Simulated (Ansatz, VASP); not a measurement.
**TiO2: VASP beside Ansatz**

File INCAR:

```
PREC = Accurate
ENCUT = 520
EDIFF = 1E-8
ISMEAR = -1
SIGMA = 0.02
LREAL = Auto
LASPH = T
NELM = 80
ALGO = Normal
ISIF = 2
LWAVE = F
LCHARG = F
GGA = PE
LEFG = T
NBANDS = 114
```

Contents of KPOINTS:

```
Automatic mesh
0
Gamma
  5 3 5
```

POSCAR

```
TiO2
1.0
    5.1710000000      0.0000000000      0.0000000000
    0.0000000000      9.2110000000      0.0000000000
    0.0000000000      0.0000000000      5.4720000000
Ti O
8 16
Direct
    0.1372000000      0.1290000000      0.9001000000
    0.6372000000      0.3710000000      0.0999000000
    0.8628000000      0.6290000000      0.5999000000
    0.3628000000      0.8710000000      0.4001000000
    0.8628000000      0.8710000000      0.0999000000
    0.3628000000      0.6290000000      0.9001000000
    0.1372000000      0.3710000000      0.4001000000
    0.6372000000      0.1290000000      0.5999000000
    0.8169000000      0.0098000000      0.8516000000
    0.3169000000      0.4902000000      0.1484000000
    0.1831000000      0.5098000000      0.6484000000
    0.6831000000      0.9902000000      0.3516000000
    0.1831000000      0.9902000000      0.1484000000
    0.6831000000      0.5098000000      0.8516000000
    0.8169000000      0.4902000000      0.3516000000
    0.3169000000      0.0098000000      0.6484000000
    0.4634000000      0.2322000000      0.8883000000
    0.9634000000      0.2678000000      0.1117000000
    0.5366000000      0.7322000000      0.6117000000
    0.0366000000      0.7678000000      0.3883000000
    0.5366000000      0.7678000000      0.1117000000
    0.0366000000      0.7322000000      0.8883000000
    0.4634000000      0.2678000000      0.3883000000
    0.9634000000      0.2322000000      0.6117000000
```

Input for Ansatz:

```yaml
crystal:
  lattice:
    - [5.171, 0.0, 0.0]
    - [0.0, 9.211, 0.0]
    - [0.0, 0.0, 5.472]
  atoms:
    - { symbol: Ti, position: [0.1372, 0.129, 0.9001] }
    - { symbol: Ti, position: [0.6372, 0.371, 0.0999] }
    - { symbol: Ti, position: [0.8628, 0.629, 0.5999] }
    - { symbol: Ti, position: [0.3628, 0.871, 0.4001] }
    - { symbol: Ti, position: [0.8628, 0.871, 0.0999] }
    - { symbol: Ti, position: [0.3628, 0.629, 0.9001] }
    - { symbol: Ti, position: [0.1372, 0.371, 0.4001] }
    - { symbol: Ti, position: [0.6372, 0.129, 0.5999] }
    - { symbol: O, position: [0.8169, 0.0098, 0.8516] }
    - { symbol: O, position: [0.3169, 0.4902, 0.1484] }
    - { symbol: O, position: [0.1831, 0.5098, 0.6484] }
    - { symbol: O, position: [0.6831, 0.9902, 0.3516] }
    - { symbol: O, position: [0.1831, 0.9902, 0.1484] }
    - { symbol: O, position: [0.6831, 0.5098, 0.8516] }
    - { symbol: O, position: [0.8169, 0.4902, 0.3516] }
    - { symbol: O, position: [0.3169, 0.0098, 0.6484] }
    - { symbol: O, position: [0.4634, 0.2322, 0.8883] }
    - { symbol: O, position: [0.9634, 0.2678, 0.1117] }
    - { symbol: O, position: [0.5366, 0.7322, 0.6117] }
    - { symbol: O, position: [0.0366, 0.7678, 0.3883] }
    - { symbol: O, position: [0.5366, 0.7678, 0.1117] }
    - { symbol: O, position: [0.0366, 0.7322, 0.8883] }
    - { symbol: O, position: [0.4634, 0.2678, 0.3883] }
    - { symbol: O, position: [0.9634, 0.2322, 0.6117] }
kpoints:
  mp_grid: { grid: [5, 3, 5] }
scf:
  occupations: { method: fermi_dirac, width: 0.02 }
hamiltonian:
  xc: pbe
  pseudopotentials: { kind: paw, frozen_core: stored }
output:
  forces: true
  stress: true
  populations: true
  efg: { quadrupole_moments_barn: { Ti: 0.247, O: -0.02558 } }
```

Alike in both runs: task electric field gradients; functional PBE; k mesh 5 × 3 × 5; occupations fermi-dirac, width 0.02 eV; no spin polarisation.

|  | VASP | Ansatz |
| --- | --- | --- |
| version | VASP 6.6.1 | Ansatz 0.2.0 |
| potentials or method | VASP PAW PBE potentials, release 64 (Ti_sv, O) | plane-wave PAW, scalar-relativistic |
| plane-wave cutoff (eV) | 520 | 420 |
| valence electrons in the cell | 192 | 192 |

```tsv
	VASP	Ansatz	Ansatz less VASP
gap on the k mesh at the Fermi level (eV)	2.19	2.22	+0.023
pressure (GPa)	2.3	1.6	-0.64
traceless stress, the component that is largest in VASP (GPa)	0.35	0.38	+0.031
rms of the force components (eV/Å)	0.074	0.074	+0.0004
size of Vzz on the site where it differs most (V/Å²)	18.7	21.2	+2.43
```

Atom by atom the forces differ by 0.018 eV/Å (rms over components).
